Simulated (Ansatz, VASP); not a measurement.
Two plane-wave programs on V

File INCAR:

```
ALGO = Normal ; EDIFF = 1E-6
ENCUT = 520 ; GGA = PE
ISIF = 2 ; ISMEAR = -1
ISPIN = 2 ; LASPH = True
LCHARG = True ; LELF = True
LMAXMIX = 4 ; LORBIT = 11
LREAL = False ; LVHAR = True
LWAVE = False ; MAGMOM = 1.5
NBANDS = 16 ; NELM = 150
NUPDOWN = 1.5 ; PREC = Accurate
SIGMA = 0.05
```

Contents of KPOINTS:

```
k-points
0
Gamma
  10 10 10
```

Contents of POSCAR:

```
V
1.0
   -0.0756486300      2.0481251500      1.8548618400
    1.9021292400      0.0263380700      1.7528751400
    1.8823854000      1.9263946100      0.0460819200
V
1
Direct
    0.0000000000      0.0000000000      0.0000000000
```

The input input.yaml:

```yaml
crystal:
  lattice:
    - [-0.07564863, 2.04812515, 1.85486184]
    - [1.90212924, 0.02633807, 1.75287514]
    - [1.8823854, 1.92639461, 0.04608192]
  atoms:
    - { symbol: V, position: [0.0, 0.0, 0.0], spin: 1.5 }
hamiltonian:
  xc: pbe
  pseudopotentials: { kind: paw }
magnetization:
  spin_polarized: true
  initial_magnetization: 1.5
  spin_locking: { lock_magnetization: hard }
kpoints:
  mp_grid: { grid: [10, 10, 10] }
scf:
  occupations: { method: fermi_dirac, width: 0.05 }
  lower_state_search: "off"
output:
  forces: true
  stress: true
  eigenvalues: true
  write_density: true
  write_potential: true
  elf: true
  volumetric_format: npy
```

Alike in both runs: task single point; functional PBE; k mesh 10 × 10 × 10; occupations fermi-dirac, width 0.05 eV; collinear spin; fixed moment 1.5 μB.

```csv
,VASP,Ansatz
version,VASP 6.6.1,Ansatz 0.2.0
potentials or method,"VASP PAW PBE potentials, release 64 (V_sv)",Ansatz PAW
plane-wave cutoff (eV),520,420
valence electrons in the cell,13,13
```

|  | VASP | Ansatz | Ansatz less VASP |
| --- | --- | --- | --- |
| pressure (GPa) | 13.0 | 12.7 | -0.24 |
| traceless stress, the component that is largest in VASP (GPa) | -6.33 | -6.32 | +0.006 |
| net moment per atom (μB) | 1.50 | 1.50 | 0.000 |
| size of the moment on the site where the two differ most (μB) | 1.27 | 1.19 | -0.088 |

Site moments also hang on the region over which each program counts them.
